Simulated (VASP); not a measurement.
# Bi (Im-3m) in VASP: further runs

Bi is run at these levels: PBEsol; tasks: single point.

Program: VASP 6.6.1. These are calculated values, not measurements. Logs are shortened: lines on timing, memory, paths and dates and some standing lists are left out, and cuts for length are marked.

### Step 1. The cell of the first run

Symmetry: Im-3m, No. 229, cubic system. Conventional cell: a = 3.963 Å, b = 3.963 Å, c = 3.963 Å, α = 90.00°, β = 90.00°, γ = 90.00°. Bi (site symmetry m-3m) has 14 Bi at 3.43 to 3.96 Å within 4.5 Å.

### Step 2. Single point, PBEsol

The input, INCAR:

```
PREC     = Accurate       # precision mode
ENCUT    = 520            # plane-wave cutoff, eV
EDIFF    = 1E-6           # SCF threshold, eV
ISMEAR   = 0              # smearing method
SIGMA    = 0.1            # smearing width, eV
LREAL    = False          # projectors in reciprocal space
LASPH    = True           # aspherical terms in the spheres
NELM     = 100            # most SCF steps
ALGO     = Normal         # electronic algorithm
ISIF     = 2              # what is computed and relaxed
LWAVE    = False          # write WAVECAR
LCHARG   = False          # write CHGCAR
GGA      = PS             # functional
NBANDS   = 14             # bands
```

The input, KPOINTS:

```
regular mesh
0
Gamma
  10 10 10
```

The input, POSCAR:

```
Bi
1.0
   -1.9814310000      1.9814310000      1.9814310000
    1.9814310000     -1.9814310000      1.9814310000
    1.9814310000      1.9814310000     -1.9814310000
Bi
1
Direct
    0.0000000000      0.0000000000      0.0000000000
```

Potentials or basis: VASP PAW PBE potentials, release 64 (Bi_d).

Run with:

```bash
> cat potpaw_PBE.64/Bi_d/POTCAR > POTCAR
> mpirun -np 1 vasp_std > vasp.out
```

OUTCAR:

```text
PREC = Accurate
   ENCUT = 520
   EDIFF = 1E-6
   ISMEAR = 0
   LREAL = False
   LASPH = True
   NELM = 100
   ISIF = 2
   GGA = PS

 ion  position               nearest neighbor table
   1  0.000  0.000  0.000-

  LATTYP: Found a body centered cubic cell.
 ALAT       =     3.9628620000

  Lattice vectors:

 A1 = (  -1.9814310000,   1.9814310000,   1.9814310000)
 A2 = (   1.9814310000,  -1.9814310000,   1.9814310000)
 A3 = (   1.9814310000,   1.9814310000,  -1.9814310000)

Analysis of symmetry for initial positions (statically):
=====================================================================
 Subroutine PRICEL returns:
 Original cell was already a primitive cell.

 Routine SETGRP: Setting up the symmetry group for a
 body centered cubic supercell.

 Subroutine GETGRP returns: Found 48 space group operations
 (whereof 48 operations were pure point group operations)
 out of a pool of 48 trial point group operations.

The static configuration has the point symmetry O_h .

Analysis of symmetry for dynamics (positions and initial velocities):
=====================================================================
 Subroutine PRICEL returns:
 Original cell was already a primitive cell.

 Routine SETGRP: Setting up the symmetry group for a
 body centered cubic supercell.

 Subroutine GETGRP returns: Found 48 space group operations
 (whereof 48 operations were pure point group operations)
 out of a pool of 48 trial point group operations.

The dynamic configuration has the point symmetry O_h .

 Subroutine INISYM returns: Found 48 space group operations
 (whereof 48 operations are pure point group operations),
 and found     1 'primitive' translations

----------------------------------------------------------------------------------------

                                     Primitive cell

  volume of cell :      31.1169

  direct lattice vectors                    reciprocal lattice vectors
    -1.981431000  1.981431000  1.981431000     0.000000000  0.252342877  0.252342877
     1.981431000 -1.981431000  1.981431000     0.252342877  0.000000000  0.252342877
     1.981431000  1.981431000 -1.981431000     0.252342877  0.252342877  0.000000000

  length of vectors
     3.431939164  3.431939164  3.431939164     0.356866720  0.356866720  0.356866720

  position of ions in fractional coordinates (direct lattice)
     0.000000000  0.000000000  0.000000000

  ion indices of the primitive-cell ions
   primitive index   ion index
                 1           1

----------------------------------------------------------------------------------------

 KPOINTS: regular mesh

Automatic generation of k-mesh.
 Grid dimensions read from file:
 generate k-points for:   10   10   10

 Generating k-lattice:

  Cartesian coordinates                     Fractional coordinates (reciprocal lattice)
     0.000000000  0.025234288  0.025234288     0.100000000  0.000000000  0.000000000
     0.025234288  0.000000000  0.025234288     0.000000000  0.100000000  0.000000000
     0.025234288  0.025234288  0.000000000     0.000000000  0.000000000  0.100000000

  Length of vectors
     0.035686672  0.035686672  0.035686672

  Shift w.r.t. Gamma in fractional coordinates (k-lattice)
     0.000000000  0.000000000  0.000000000

 Subroutine IBZKPT returns following result:
 ===========================================

 Found     47 irreducible k-points:

 Following reciprocal coordinates:
            Coordinates               Weight
  0.000000  0.000000  0.000000      1.000000
  0.100000  0.000000  0.000000     12.000000
  0.200000  0.000000  0.000000     12.000000
  0.300000  0.000000  0.000000     12.000000
  0.400000  0.000000  0.000000     12.000000
  0.500000  0.000000  0.000000      6.000000
[... 16 lines left out ...]
  0.300000  0.300000  0.100000      8.000000
 -0.300000  0.300000  0.100000     24.000000
 [... further k-points ...]
   k-points           NKPTS =     47   k-points in BZ     NKDIM =     47   number of bands    NBANDS=     14
   number of dos      NEDOS =    301   number of ions     NIONS =      1
   total plane-waves  NPLWV =  21952
   dimension x,y,z NGX =    28 NGY =   28 NGZ =   28
   dimension x,y,z NGXF=    56 NGYF=   56 NGZF=   56
   ions per type =               1
   NGX,Y,Z   is equivalent  to a cutoff of  13.56, 13.56, 13.56 a.u.
   NGXF,Y,Z  is equivalent  to a cutoff of  27.13, 27.13, 27.13 a.u.
 SYSTEM =  unknown system
   PREC   = accura    normal or accurate (medium, high low for compatibility)
   ISTART =      0    job   : 0-new  1-cont  2-samecut
   ICHARG =      2    charge: 1-file 2-atom 10-const
   ISPIN  =      1    spin polarized calculation?
   LNONCOLLINEAR =      F non collinear calculations
   LSORBIT =      F    spin-orbit coupling
   LASPH  =      T    aspherical Exc in radial PAW
   ENCUT  =  520.0 eV  38.22 Ry    6.18 a.u.   6.38  6.38  6.38*2*pi/ulx,y,z
   NELM   =    100;   NELMIN=  2; NELMDL= -5     # of ELM steps
   EDIFF  = 0.1E-05   stopping-criterion for ELM
   LREAL  =      F    real-space projection
   EDIFFG = 0.1E-04   stopping-criterion for IOM
   NSW    =      0    number of steps for IOM
   IBRION =     -1    ionic relax: 0-MD 1-quasi-New 2-CG
   NFREE  =      0    steps in history (QN), initial steepest desc. (CG)
   ISIF   =      2    stress and relaxation
   ISYM   =      2    0-nonsym 1-usesym 2-fastsym
   POTIM  = 0.5000    time-step for ionic-motion
   TEBEG  =    0.0;   TEEND  =   0.0 temperature during run
   PSTRESS=    0.0 pullay stress
   NELECT =      15.0000    total number of electrons
   NUPDOWN=      -1.0000    fix difference up-down
   EMIN   =  10.00;   EMAX   =-10.00  energy-range for DOS
   EFERMI =   0.00;   METHOD = LEGACY
   ISMEAR =     0;   SIGMA  =   0.10  broadening in eV -4-tet -1-fermi 0-gaus
   EFERMI_NEDOS =   21; number of points for ismear=-14 and -15
   IALGO  =     38    algorithm
   IMIX   =      4    mixing-type and parameters
     AMIX     =   0.40;   BMIX     =  1.00
     AMIX_MAG =   1.60;   BMIX_MAG =  1.00
  volume/ion in A,a.u.               =      31.12       209.99
  Fermi-wavevector in a.u.,A,eV,Ry     =   1.283629  2.425708 22.418378  1.647704
  Thomas-Fermi vector in A             =   2.415871
   LORBIT       =      0    0 simple, 1 ext, 2 COOP (PROOUT), +10 PAW based schemes
   GGA     = PS    functional components
   LHFCALC =     F    Hartree Fock is set to
   AEXX    =    0.0000 exact exchange contribution
   IVDW    =     0    specifies the selected vdW correction
   LEPSILON=     F    determine dielectric tensor
   LRPA    =     F    only Hartree local field effects (RPA)
 non-spin polarized calculation
 Gauss-broadening in eV      SIGMA  =   0.10
  energy-cutoff  :      520.00
  volume of cell :       31.12
 maximum number of plane-waves:       887
 NGX is ok and might be reduce to    28
   NGX = 13   NGY = 13   NGZ = 13

 number of electron      14.9999994 magnetization

 Free energy of the ion-electron system (eV)
  ---------------------------------------------------
  ext. energy  EPLUGINS =         0.00000000
  ---------------------------------------------------
  free energy    TOTEN  =        -4.22256438 eV

  energy without entropy =       -4.21907767  energy(sigma->0) =       -4.22082103

 E-fermi :   7.7585     XC(G=0): -10.4383

 val. band max:        7.6717657406   @ k =  -0.3000   0.3000   0.3000
 cond. band min:       7.7631557272   @ k =   0.5000   0.5000   0.2000
 fundamental gap:      0.0913899866
 Fermi energy:         7.7584530946

 k-point     1 :       0.0000    0.0000    0.0000
  band No.  band energies     occupation
      1     -15.1968      2.00000
      2     -15.1968      2.00000
      3     -15.1968      2.00000
      4     -15.0675      2.00000
      5     -15.0675      2.00000
      6      -5.7834      2.00000
      7      12.8658      0.00000
      8      12.8658      0.00000
      9      12.8658      0.00000
     10      16.8485      0.00000
     11      18.2230      0.00000
     12      18.2230      0.00000
     13      18.2230      0.00000
     14      19.4409      0.00000

 k-point     2 :       0.1000    0.0000    0.0000
  band No.  band energies     occupation
      1     -15.2006      2.00000
      2     -15.1903      2.00000
      3     -15.1769      2.00000
      4     -15.0718      2.00000
      5     -15.0681      2.00000
      6      -5.6013      2.00000
      7      11.1492      0.00000
      8      12.3328      0.00000
      9      12.7006      0.00000
     10      16.7172      0.00000
     11      17.4238      0.00000
     12      17.9879      0.00000
     13      18.2379      0.00000
     14      20.2216      0.00000

 k-point     3 :       0.2000    0.0000    0.0000
  band No.  band energies     occupation
      1     -15.2106      2.00000
      2     -15.1760      2.00000
      3     -15.1243      2.00000
      4     -15.0812      2.00000
      5     -15.0700      2.00000
      6      -5.0651      2.00000
      7       8.3488      0.00000
      8      11.2556      0.00000
      9      12.2594      0.00000
     10      15.3397      0.00000
     11      16.5056      0.00000
     12      18.0332      0.00000
     13      19.4665      0.00000
     14      21.9742      0.00000
[... 324 lines left out ...]
 k-point    23 :       0.3000    0.3000    0.1000
  band No.  band energies     occupation
      1     -15.1921      2.00000
      2     -15.1010      2.00000
      3     -15.1010      2.00000
      4     -15.0672      2.00000
      5     -15.0672      2.00000
      6      -2.2660      2.00000
      7       4.6436      2.00000
      8       4.6436      2.00000
      9       8.0799      0.00001
     10      18.9493      0.00000
     11      20.6424      0.00000
     12      20.6424      0.00000
     13      23.6996      0.00000
     14      23.9210      0.00000

 k-point    24 :      -0.3000    0.3000    0.1000
  band No.  band energies     occupation
      1     -15.2020      2.00000
      2     -15.1570      2.00000
      3     -15.0967      2.00000
      4     -15.0763      2.00000
      5     -15.0608      2.00000
      6      -4.0546      2.00000
      7       5.8090      2.00000
      8       9.6970      0.00000
      9      10.7333      0.00000
     10      15.1581      0.00000
     11      16.6636      0.00000
     12      16.8321      0.00000
     13      21.9641      0.00000
     14      22.9188      0.00000

 [... further k-points ...]
[... 5 lines left out ...]
  --------------------------------------------------------------------------------------
  -------------------------------------------------------------------------------------
  Total       -0.3778505     -0.3778505     -0.3778505     -0.0000000     -0.0000000      0.0000000
  in kB      -19.4551133    -19.4551133    -19.4551133     -0.0000000     -0.0000000      0.0000000
  external PRESSURE =     -19.4551133 kB  Pullay stress =       0.0000000 kB

 VOLUME and BASIS-vectors are now :
 -----------------------------------------------------------------------------
  energy-cutoff  :      520.00
  volume of cell :       31.12
      direct lattice vectors                 reciprocal lattice vectors
    -1.981431000  1.981431000  1.981431000     0.000000000  0.252342877  0.252342877
     1.981431000 -1.981431000  1.981431000     0.252342877  0.000000000  0.252342877
     1.981431000  1.981431000 -1.981431000     0.252342877  0.252342877  0.000000000

 POSITION                                       TOTAL-FORCE (eV/Angst)
 -----------------------------------------------------------------------------------
      0.00000      0.00000      0.00000         0.000000     -0.000000      0.000000
 -----------------------------------------------------------------------------------
    total drift:                               -0.000000     -0.000000     -0.000000

  FREE ENERGIE OF THE ION-ELECTRON SYSTEM (eV)
  ---------------------------------------------------
  free  energy   TOTEN  =        -4.2225643788 eV

  energy  without entropy=       -4.2190776712  energy(sigma->0) =       -4.22082103
```

Wall time 12 s (1 thread of AMD EPYC 7R13, shared host); peak memory 0.16 GiB.

What came out:

```yaml
Free_energy: -4.2226 eV
Pressure: -1.9 GPa
```

Caveat: the PAW data sets were made with another functional, which shifts forces and pressure a little; spin-orbit coupling is left out, which moves the levels of the heavy elements.

### Step 3. Single point, PBEsol

This run uses another cell than the first one, of 31.95 Å³/atom, 1.027 times its volume.

The input, INCAR:

```
ALGO = Normal
EDIFF = 1E-6
ENCUT = 520
GGA = PS
ISIF = 2
ISMEAR = 0
LASPH = True
LCHARG = False
LREAL = False
LWAVE = False
NBANDS = 14
NELM = 80
PREC = Accurate
SIGMA = 0.1
```

The input, KPOINTS:

```
k-points
0
Gamma
  10 10 10
```

The input, POSCAR:

```
Bi
1.0
   -1.9988894414      1.9988894414      1.9988894414
    1.9988894414     -1.9988894414      1.9988894414
    1.9988894414      1.9988894414     -1.9988894414
Bi
1
Direct
    0.0000000000      0.0000000000      0.0000000000
```

Potentials or basis: VASP PAW PBE potentials, release 64 (Bi_d).

Run with:

```bash
> cat potpaw_PBE.64/Bi_d/POTCAR > POTCAR
> mpirun -np 1 vasp_std > vasp.out
```

Wall time 16 s (1 thread of AMD EPYC 7R13, shared host); peak memory 0.16 GiB.

It converged, with:

| Property | Result |
| --- | --- |
| Free energy | -4.2095 eV |
| Pressure | -3.2 GPa |

Levels at points of the mesh, in eV from the Fermi level:
```tsv
k point	band 5	band 6	band 7	band 8	band 9	band 10
(0.00, 0.00, 0.00)	-22.82	-13.36	4.92	4.92	4.92	8.76
(0.50, 0.00, 0.00)	-22.74	-10.46	-4.94	1.52	3.36	5.85
(0.50, 0.50, 0.50)	-22.76	-8.47	-1.76	-1.76	-1.76	3.53
```

Caveat: the PAW data sets were made with another functional, which shifts forces and pressure a little; spin-orbit coupling is left out, which moves the levels of the heavy elements.
